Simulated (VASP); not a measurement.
Li27H20F7: single point with PBEsol

The system is Li27H20F7.

```
H F Li
1.0
     0.00000    5.98031    5.98031
     5.98031    0.00000    5.98031
     5.98031    5.98031    0.00000
H F Li
20 7 27
Direct
  0.49391 0.16876 0.17481
  0.17197 0.50156 0.49990
  0.50842 0.83150 0.16011
  0.50909 0.16396 0.83320
  0.83854 0.49559 0.49144
  0.16810 0.50456 0.16736
  0.50728 0.17000 0.48982
  0.82756 0.48936 0.17724
  0.16692 0.49961 0.83548
  0.82323 0.50820 0.84098
  0.49907 0.49904 0.16894
  0.16508 0.83720 0.49424
  0.49238 0.50891 0.84165
  0.17069 0.16448 0.16024
  0.83028 0.16925 0.17186
  0.16634 0.83592 0.17297
  0.15763 0.16233 0.83339
  0.83149 0.84342 0.16598
  0.83539 0.16912 0.83550
  0.83081 0.83573 0.83427
  0.49083 0.83780 0.83172
  0.49760 0.83866 0.49764
  0.16453 0.16797 0.48980
  0.83652 0.15688 0.50187
  0.82631 0.83487 0.49355
  0.50130 0.50888 0.49455
  0.16152 0.83155 0.83919
  0.99473 0.99702 0.00693
  0.66281 0.99691 0.00209
  0.00447 0.66700 0.99293
  0.99425 0.01105 0.66864
  0.32956 0.33999 0.32394
  0.66352 0.66768 0.00625
  0.67533 0.00307 0.66184
  0.99067 0.67541 0.66044
  0.65355 0.67243 0.67084
  0.01160 0.99453 0.33557
  0.32146 0.34719 0.01351
  0.66549 0.99615 0.33550
  0.99297 0.67443 0.33363
  0.33930 0.32187 0.66770
  0.66468 0.67393 0.33372
  0.99723 0.33367 0.99700
  0.33568 0.99545 0.33380
  0.66706 0.33696 0.00338
  0.99808 0.33024 0.67239
  0.33274 0.66549 0.33698
  0.67009 0.32616 0.66348
  0.34565 0.98438 0.99910
  0.00186 0.33526 0.33802
  0.33870 0.66481 0.00061
  0.33047 0.00189 0.66995
  0.66206 0.34072 0.33209
  0.33981 0.67689 0.66629
```

```json
{
  "Program": "VASP 6.6.1",
  "Task": "single point",
  "Functional": "PBEsol",
  "Potentials or basis": "VASP PAW PBE potentials, release 64 (H, F, Li_sv)",
  "Cutoff": "880 eV",
  "k mesh": "1 × 1 × 1, shifted",
  "Occupations": "fermi-dirac, width 0.05 eV",
  "Spin": "no spin polarisation"
}
```

```json
{
  "Pressure": "0.8 GPa",
  "Largest force": "0.606 eV/Å",
  "Band gap on the k mesh": "5.07 eV"
}
```

Forces in eV/Å, atoms in the order of the input:
```
H   -0.195 -0.139  0.119
H    0.003 -0.120 -0.185
H    0.106 -0.012 -0.065
H    0.024 -0.101 -0.060
H    0.296  0.064 -0.009
H    0.041 -0.115 -0.062
H    0.217  0.010 -0.197
H    0.009 -0.115  0.361
H   -0.022 -0.028 -0.028
H   -0.184 -0.007  0.069
H    0.050 -0.077  0.069
H    0.001  0.170 -0.051
H   -0.243  0.046 -0.032
H    0.063  0.066  0.070
H   -0.167 -0.096  0.037
H   -0.190 -0.039 -0.079
H    0.063  0.094  0.210
H   -0.182 -0.049 -0.186
H    0.051 -0.107 -0.062
H   -0.033  0.006 -0.061
F   -0.118  0.183  0.125
F    0.020  0.091 -0.122
F    0.281  0.395 -0.009
F    0.243 -0.041  0.185
F    0.173  0.407 -0.025
F    0.029  0.215 -0.181
F   -0.049 -0.078  0.259
Li   0.005  0.006  0.137
Li   0.163 -0.034  0.206
Li   0.084 -0.016 -0.108
Li  -0.177  0.107 -0.043
Li   0.122  0.324 -0.092
Li  -0.170  0.026  0.029
Li  -0.100 -0.137 -0.187
Li  -0.080  0.238 -0.018
Li  -0.082  0.187  0.183
Li   0.118 -0.379 -0.009
Li  -0.595 -0.058 -0.095
Li   0.163 -0.097  0.250
Li  -0.087  0.131  0.019
Li   0.264 -0.125  0.208
Li  -0.229  0.029 -0.144
Li   0.090  0.156  0.020
Li   0.159 -0.176  0.139
Li  -0.111 -0.005 -0.138
Li  -0.034 -0.091  0.129
Li  -0.019  0.093 -0.035
Li   0.188 -0.098  0.022
Li   0.438 -0.192  0.116
Li  -0.243 -0.244 -0.141
Li   0.193 -0.107 -0.058
Li  -0.069 -0.162  0.013
Li  -0.088  0.141 -0.043
Li  -0.189 -0.137 -0.451
```

Stress tensor (GPa, compression positive):
```
0.66 0.18 0.25
0.18 0.78 0.04
0.25 0.04 0.88
```

Levels at points of the mesh, in eV from the valence-band top:
| k point | band 71 | band 72 | band 73 | band 74 | band 75 | band 76 | band 77 | band 78 | band 79 | band 80 |
| --- | --- | --- | --- | --- | --- | --- | --- | --- | --- | --- |
| (0.25, 0.25, 0.25) | -0.51 | -0.41 | -0.17 | -0.11 | 0.00 | 5.07 | 5.21 | 5.35 | 5.55 | 5.73 |

It took 6.9 min on 1 thread of Intel(R) Xeon(R) Platinum 8259CL CPU @ 2.50GHz (Skylake/Cascade Lake), on a shared host, peak memory 1.1 GiB.

Caveat: the PAW data sets were made with another functional, which shifts forces and pressure a little; a shifted mesh leaves out Γ, where band edges can lie. A k mesh can miss the band edges.
